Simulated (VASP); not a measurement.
# CoSi6Ru5 (P4/mmm) in VASP: single point with PBE

Aim: the single point of CoSi6Ru5 with PBE.

All numbers are computed with VASP 6.6.1; they aren't measurements. Logs are shortened: lines on timing, memory, paths and dates and some standing lists are left out, and cuts for length are marked.

### Step 1. The cell of the first run

Symmetry: P4/mmm, No. 123, tetragonal system. Conventional cell: a = 4.136 Å, b = 4.136 Å, c = 8.725 Å, α = 90.00°, β = 90.00°, γ = 90.00°. Si (site symmetry 2mm) has 2 Co at 2.51 Å and 6 Ru at 2.51 to 2.54 Å and 6 Si at 2.84 to 2.94 Å within 3.3 Å. Within 3.3 Å of Si (site symmetry mmm) lie 8 Ru at 2.54 Å and 6 Si at 2.92 to 2.94 Å. Within 3.3 Å of Co (site symmetry 4/mmm) lie 8 Si at 2.51 Å and 6 Ru at 2.88 to 2.92 Å. Ru (site symmetry 4mm) has 8 Si at 2.54 Å and 6 Ru at 2.89 to 2.94 Å within 3.3 Å. Within 3.3 Å of Ru (site symmetry 4mm) lie 8 Si at 2.53 to 2.54 Å and 1 Co at 2.88 Å and 5 Ru at 2.92 to 2.96 Å. Ru (site symmetry 4/mmm) has 8 Si at 2.51 Å and 2 Ru at 2.89 Å and 4 Co at 2.92 Å within 3.3 Å.

### Step 2. Single point, PBE, collinear spin

INCAR reads:

```
PREC = Accurate ; ENCUT = 520
EDIFF = 1E-7 ; ISMEAR = 0
SIGMA = 0.1 ; LREAL = F
LASPH = T ; NELM = 150
ALGO = Normal ; ISIF = 2
LWAVE = F ; LCHARG = T
ISPIN = 2 ; MAGMOM = 0 0 0 0 0 0 0.71 0 0 0 0 0.21
LORBIT = 11 ; LMAXMIX = 4
GGA = PE ; LELF = T
LVHAR = T ; NBANDS = 68
```

KPOINTS reads:

```
regular mesh
0
Gamma
  4 4 2
```

POSCAR reads:

```
CoSi6Ru5
1.0
    4.1362172000      0.0000000000      0.0000000000
    0.0000000000      4.1362172000      0.0000000000
    0.0000000000      0.0000000000      8.7250295000
Si Co Ru
6 1 5
Direct
    0.0000000000      0.5000000000      0.8372880000
    0.0000000000      0.5000000000      0.1627120000
    0.0000000000      0.5000000000      0.5000000000
    0.5000000000      0.0000000000      0.8372880000
    0.5000000000      0.0000000000      0.1627120000
    0.5000000000      0.0000000000      0.5000000000
    0.5000000000      0.5000000000      0.0000000000
    0.0000000000      0.0000000000      0.6686420000
    0.0000000000      0.0000000000      0.3313580000
    0.5000000000      0.5000000000      0.6698380000
    0.5000000000      0.5000000000      0.3301620000
    0.0000000000      0.0000000000      0.0000000000
```

Potentials or basis: VASP PAW PBE potentials, release 64 (Si, Co, Ru_pv).

Launch:

```sh
$ cat potpaw_PBE.64/Si/POTCAR potpaw_PBE.64/Co/POTCAR potpaw_PBE.64/Ru_pv/POTCAR > POTCAR
$ mpirun -np 1 vasp_std > vasp.out
```

OUTCAR:

```text
PREC = Accurate
   ENCUT = 520
   EDIFF = 1E-7
   ISMEAR = 0
   LREAL = F
   LASPH = T
   NELM = 150
   ISIF = 2
   ISPIN = 2
   LORBIT = 11
   GGA = PE

 ion  position               nearest neighbor table
   1  0.000  0.500  0.837-   7 2.51  12 2.51  12 2.51   7 2.51  10 2.53  10 2.53   8 2.54   8 2.54
                             2 2.84   4 2.92   4 2.92   4 2.92   4 2.92   3 2.94
   2  0.000  0.500  0.163-   7 2.51  12 2.51  12 2.51   7 2.51  11 2.53  11 2.53   9 2.54   9 2.54
                             1 2.84   5 2.92   5 2.92   5 2.92   5 2.92   3 2.94
   3  0.000  0.500  0.500-   8 2.54   9 2.54   8 2.54   9 2.54  10 2.54  11 2.54  10 2.54  11 2.54
                             6 2.92   6 2.92   6 2.92   6 2.92   1 2.94   2 2.94
   4  0.500  0.000  0.837-   7 2.51  12 2.51   7 2.51  12 2.51  10 2.53  10 2.53   8 2.54   8 2.54
                             5 2.84   1 2.92   1 2.92   1 2.92   1 2.92   6 2.94
   5  0.500  0.000  0.163-   7 2.51  12 2.51   7 2.51  12 2.51  11 2.53  11 2.53   9 2.54   9 2.54
                             4 2.84   2 2.92   2 2.92   2 2.92   2 2.92   6 2.94
   6  0.500  0.000  0.500-   8 2.54   9 2.54   8 2.54   9 2.54  10 2.54  11 2.54  10 2.54  11 2.54
                             3 2.92   3 2.92   3 2.92   3 2.92   5 2.94   4 2.94
   7  0.500  0.500  0.000-   1 2.51   2 2.51   4 2.51   5 2.51   4 2.51   5 2.51   1 2.51   2 2.51
                            10 2.88  11 2.88  12 2.92  12 2.92  12 2.92  12 2.92
   8  0.000  0.000  0.669-   3 2.54   6 2.54   3 2.54   6 2.54   1 2.54   4 2.54   4 2.54   1 2.54
                            12 2.89  10 2.92  10 2.92  10 2.92  10 2.92   9 2.94
   9  0.000  0.000  0.331-   3 2.54   6 2.54   3 2.54   6 2.54   2 2.54   5 2.54   5 2.54   2 2.54
                            12 2.89  11 2.92  11 2.92  11 2.92  11 2.92   8 2.94
  10  0.500  0.500  0.670-   1 2.53   4 2.53   4 2.53   1 2.53   3 2.54   6 2.54   6 2.54   3 2.54
                             7 2.88   8 2.92   8 2.92   8 2.92   8 2.92  11 2.96
  11  0.500  0.500  0.330-   2 2.53   5 2.53   5 2.53   2 2.53   3 2.54   6 2.54   6 2.54   3 2.54
                             7 2.88   9 2.92   9 2.92   9 2.92   9 2.92  10 2.96
  12  0.000  0.000  0.000-   1 2.51   2 2.51   4 2.51   5 2.51   1 2.51   2 2.51   4 2.51   5 2.51
                             8 2.89   9 2.89   7 2.92   7 2.92   7 2.92   7 2.92

  LATTYP: Found a simple tetragonal cell.
 ALAT       =     4.1362172000
 C/A-ratio  =     2.1094224694

  Lattice vectors:

 A1 = (   4.1362172000,   0.0000000000,   0.0000000000)
 A2 = (   0.0000000000,   4.1362172000,   0.0000000000)
 A3 = (   0.0000000000,   0.0000000000,   8.7250295000)

Analysis of symmetry for initial positions (statically):
=====================================================================
 Subroutine PRICEL returns:
 Original cell was already a primitive cell.

 Routine SETGRP: Setting up the symmetry group for a
 simple tetragonal supercell.

 Subroutine GETGRP returns: Found 16 space group operations
 (whereof 16 operations were pure point group operations)
 out of a pool of 16 trial point group operations.

The static configuration has the point symmetry D_4h.

Analysis of symmetry for dynamics (positions and initial velocities):
=====================================================================
 Subroutine PRICEL returns:
 Original cell was already a primitive cell.

 Routine SETGRP: Setting up the symmetry group for a
 simple tetragonal supercell.

 Subroutine GETGRP returns: Found 16 space group operations
 (whereof 16 operations were pure point group operations)
 out of a pool of 16 trial point group operations.

The dynamic configuration has the point symmetry D_4h.

Analysis of structural, dynamic, and magnetic symmetry:
=====================================================================
 Subroutine PRICEL returns:
 Original cell was already a primitive cell.

 Routine SETGRP: Setting up the symmetry group for a
 simple tetragonal supercell.

 Subroutine GETGRP returns: Found 16 space group operations
 (whereof 16 operations were pure point group operations)
 out of a pool of 16 trial point group operations.

The overall configuration has the point symmetry D_4h.

 Subroutine INISYM returns: Found 16 space group operations
 (whereof 16 operations are pure point group operations),
 and found     1 'primitive' translations

----------------------------------------------------------------------------------------

                                     Primitive cell

  volume of cell :     149.2704

  direct lattice vectors                    reciprocal lattice vectors
     4.136217200  0.000000000  0.000000000     0.241766801  0.000000000  0.000000000
     0.000000000  4.136217200  0.000000000     0.000000000  0.241766801  0.000000000
     0.000000000  0.000000000  8.725029500     0.000000000  0.000000000  0.114612793

  length of vectors
     4.136217200  4.136217200  8.725029500     0.241766801  0.241766801  0.114612793

  position of ions in fractional coordinates (direct lattice)
     0.000000000  0.500000000  0.837288000
     0.000000000  0.500000000  0.162712000
     0.000000000  0.500000000  0.500000000
     0.500000000  0.000000000  0.837288000
     0.500000000  0.000000000  0.162712000
     0.500000000  0.000000000  0.500000000
[... 64 lines left out ...]
   total plane-waves  NPLWV =  71680
   dimension x,y,z NGX =    32 NGY =   32 NGZ =   70
   dimension x,y,z NGXF=    64 NGYF=   64 NGZF=  140
   ions per type =               6   1   5
   NGX,Y,Z   is equivalent  to a cutoff of  12.86, 12.86, 13.34 a.u.
   NGXF,Y,Z  is equivalent  to a cutoff of  25.72, 25.72, 26.68 a.u.
 SYSTEM =  unknown system
   PREC   = accura    normal or accurate (medium, high low for compatibility)
   ISTART =      0    job   : 0-new  1-cont  2-samecut
   ICHARG =      2    charge: 1-file 2-atom 10-const
   ISPIN  =      2    spin polarized calculation?
   LNONCOLLINEAR =      F non collinear calculations
   LSORBIT =      F    spin-orbit coupling
   LASPH  =      T    aspherical Exc in radial PAW
   ENCUT  =  520.0 eV  38.22 Ry    6.18 a.u.   7.69  7.69 16.22*2*pi/ulx,y,z
   NELM   =    150;   NELMIN=  2; NELMDL= -5     # of ELM steps
   EDIFF  = 0.1E-06   stopping-criterion for ELM
   LREAL  =      F    real-space projection
   EDIFFG = 0.1E-05   stopping-criterion for IOM
   NSW    =      0    number of steps for IOM
   IBRION =     -1    ionic relax: 0-MD 1-quasi-New 2-CG
   NFREE  =      0    steps in history (QN), initial steepest desc. (CG)
   ISIF   =      2    stress and relaxation
   ISYM   =      2    0-nonsym 1-usesym 2-fastsym
   POTIM  = 0.5000    time-step for ionic-motion
   TEBEG  =    0.0;   TEEND  =   0.0 temperature during run
   PSTRESS=    0.0 pullay stress
   NELECT =     103.0000    total number of electrons
   NUPDOWN=      -1.0000    fix difference up-down
   EMIN   =  10.00;   EMAX   =-10.00  energy-range for DOS
   EFERMI =   0.00;   METHOD = LEGACY
   ISMEAR =     0;   SIGMA  =   0.10  broadening in eV -4-tet -1-fermi 0-gaus
   EFERMI_NEDOS =   21; number of points for ismear=-14 and -15
   IALGO  =     38    algorithm
   IMIX   =      4    mixing-type and parameters
     AMIX     =   0.40;   BMIX     =  1.00
     AMIX_MAG =   1.60;   BMIX_MAG =  1.00
  volume/ion in A,a.u.               =      12.44        83.94
  Fermi-wavevector in a.u.,A,eV,Ry     =   1.446647  2.733767 28.474122  2.092789
  Thomas-Fermi vector in A             =   2.564692
   LORBIT       =     11    0 simple, 1 ext, 2 COOP (PROOUT), +10 PAW based schemes
   GGA     = PE    functional components
   LHFCALC =     F    Hartree Fock is set to
   AEXX    =    0.0000 exact exchange contribution
   IVDW    =     0    specifies the selected vdW correction
   LEPSILON=     F    determine dielectric tensor
   LRPA    =     F    only Hartree local field effects (RPA)
 spin polarized calculation
 Gauss-broadening in eV      SIGMA  =   0.10
  energy-cutoff  :      520.00
  volume of cell :      149.27
 maximum number of plane-waves:      4048
 NGX is ok and might be reduce to    32
   NGX = 15   NGY = 15   NGZ = 33

 number of electron     103.0000016 magnetization       0.0005173

 number of electron     103.0000016 magnetization      -0.0001070

 Free energy of the ion-electron system (eV)
  ---------------------------------------------------
  ext. energy  EPLUGINS =         0.00000000
  ---------------------------------------------------
  free energy    TOTEN  =       -92.34437237 eV

  energy without entropy =      -92.30883046  energy(sigma->0) =      -92.32660142

 E-fermi :  12.9642     XC(G=0): -13.0650

 val. band max:       12.9501318621   @ k =   0.5000   0.5000   0.0000
 cond. band min:      13.0001781363   @ k =   0.5000   0.2500   0.5000
 fundamental gap:      0.0500462742
 Fermi energy:        12.9641918107

 spin component 1

 k-point     1 :       0.0000    0.0000    0.0000
  band No.  band energies     occupation
      1     -30.1873      1.00000
      2     -30.1653      1.00000
      3     -30.1653      1.00000
      4     -30.1572      1.00000
      5     -30.1495      1.00000
      6     -30.1495      1.00000
[... 781 lines left out ...]
     62      17.8061      0.00000
     63      17.8061      0.00000
 Fermi energy:        12.9641918107

 spin component 2

 k-point     1 :       0.0000    0.0000    0.0000
  band No.  band energies     occupation
      1     -30.1873      1.00000
      2     -30.1653      1.00000
      3     -30.1653      1.00000
      4     -30.1572      1.00000
      5     -30.1495      1.00000
      6     -30.1495      1.00000
[... 781 lines left out ...]
     62      17.8061      0.00000
     63      17.8061      0.00000
 [bands above 63 left out]

------------------------ aborting loop because EDIFF is reached ----------------------------------------

  FORCE on cell =-STRESS in cart. coord.  units (eV):
  Direction    XX          YY          ZZ          XY          YZ          ZX
  --------------------------------------------------------------------------------------
  -------------------------------------------------------------------------------------
  Total        0.9756891      0.9756891      0.2669690      0.0000000     -0.0000000      0.0000000
  in kB       10.4724542     10.4724542      2.8654832      0.0000000     -0.0000000      0.0000000
  external PRESSURE =       7.9367972 kB  Pullay stress =       0.0000000 kB

 VOLUME and BASIS-vectors are now :
 -----------------------------------------------------------------------------
  energy-cutoff  :      520.00
  volume of cell :      149.27
      direct lattice vectors                 reciprocal lattice vectors
     4.136217200  0.000000000  0.000000000     0.241766801  0.000000000  0.000000000
     0.000000000  4.136217200  0.000000000     0.000000000  0.241766801  0.000000000
     0.000000000  0.000000000  8.725029500     0.000000000  0.000000000  0.114612793

 POSITION                                       TOTAL-FORCE (eV/Angst)
 -----------------------------------------------------------------------------------
      0.00000      2.06811      7.30536         0.000000     -0.000000     -0.182072
      0.00000      2.06811      1.41967         0.000000     -0.000000      0.182072
      0.00000      2.06811      4.36251         0.000000     -0.000000     -0.000000
      2.06811      0.00000      7.30536         0.000000     -0.000000     -0.182072
      2.06811      0.00000      1.41967         0.000000     -0.000000      0.182072
      2.06811      0.00000      4.36251         0.000000     -0.000000     -0.000000
      2.06811      2.06811      0.00000         0.000000     -0.000000     -0.000000
      0.00000      0.00000      5.83392         0.000000     -0.000000      0.060772
      0.00000      0.00000      2.89111         0.000000     -0.000000     -0.060772
      2.06811      2.06811      5.84436        -0.000000      0.000000      0.129879
      2.06811      2.06811      2.88067         0.000000      0.000000     -0.129879
      0.00000      0.00000      0.00000         0.000000     -0.000000     -0.000000
 -----------------------------------------------------------------------------------
    total drift:                                0.000000     -0.000000      0.000000

  FREE ENERGIE OF THE ION-ELECTRON SYSTEM (eV)
  ---------------------------------------------------
  free  energy   TOTEN  =       -92.3443723704 eV

  energy  without entropy=      -92.3088304648  energy(sigma->0) =      -92.32660142

 total charge

# of ion       s       p       d       tot
------------------------------------------
    1        0.746   0.823   0.000   1.569
    2        0.746   0.823   0.000   1.569
    3        0.747   0.826   0.000   1.573
    4        0.746   0.823   0.000   1.569
    5        0.746   0.823   0.000   1.569
    6        0.747   0.826   0.000   1.573
    7        0.382   0.499   7.487   8.367
    8        0.326   6.303   6.224  12.852
    9        0.326   6.303   6.224  12.852
   10        0.330   6.300   6.220  12.849
   11        0.330   6.300   6.220  12.849
   12        0.345   6.299   6.263  12.907
--------------------------------------------------
tot          6.516  36.946  38.637  82.100

 magnetization (x)

# of ion       s       p       d       tot
------------------------------------------
    1        0.000   0.000   0.000   0.000
    2        0.000   0.000   0.000   0.000
    3        0.000   0.000   0.000   0.000
    4        0.000   0.000   0.000   0.000
    5        0.000   0.000   0.000   0.000
    6        0.000   0.000   0.000   0.000
    7       -0.000  -0.000  -0.000  -0.000
    8        0.000   0.000   0.000   0.000
    9        0.000   0.000   0.000   0.000
   10       -0.000  -0.000  -0.000  -0.000
   11       -0.000  -0.000  -0.000  -0.000
   12       -0.000   0.000  -0.000  -0.000
--------------------------------------------------
tot         -0.000   0.000  -0.000  -0.000
```

Run time: 3.9 min. Hardware: 1 thread of Intel Xeon 6975P-C (Granite Rapids), shared host; peak memory 0.41 GiB.

Results:

* Free energy: -92.3444 eV
* Pressure: 0.8 GPa
* Largest force: 0.182 eV/Å
* Net moment: 0.00 μB per cell
* Valence electrons inside the program's atomic spheres: Si 1.57; Co 8.37; Ru 12.85, 12.91 (each value once)

Forces on the atoms (eV/Å):
```
Si   0.000  0.000 -0.182
Si   0.000  0.000  0.182
Si   0.000  0.000  0.000
Si   0.000  0.000 -0.182
Si   0.000  0.000  0.182
Si   0.000  0.000  0.000
Co   0.000  0.000  0.000
Ru   0.000  0.000  0.061
Ru   0.000  0.000 -0.061
Ru   0.000  0.000  0.130
Ru   0.000  0.000 -0.130
Ru   0.000  0.000  0.000
```

Stress tensor (GPa, compression positive):
```
1.05 0.00 0.00
0.00 1.05 0.00
0.00 0.00 0.29
```

Caveat: the k points lie up to 0.38 Å⁻¹ apart.
